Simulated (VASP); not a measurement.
# Al: single point with LDA

The system is Al.

```
Al
1.0
     0.00000    1.98826    1.98826
     1.98826    0.00000    1.98826
     1.98826    1.98826    0.00000
Al
1
Direct
  0.00000 0.00000 0.00000
```

* Program: VASP 6.6.1
* Task: single point
* Functional: LDA
* Potentials or basis: VASP PAW LDA potentials, release 64 (Al)
* Cutoff: 500 eV
* k mesh: 9 × 9 × 9
* Occupations: methfessel-paxton, width 0.1 eV
* Spin: no spin polarisation
* Dipole correction: no
* Further INCAR settings: ALGO = Normal; EDIFF = 1e-06; NBANDS = 8

- Pressure: 1.1 GPa

Levels at points of the mesh, in eV from the Fermi level:
```csv
k point,band 1,band 2,band 3,band 4,band 5
"(0.00, 0.00, 0.00)",-11.41,12.87,12.87,12.87,14.56
```

Run time: 2.8 s on 1 thread of Intel Xeon 6975P-C, on a shared host, peak memory 0.12 GiB.
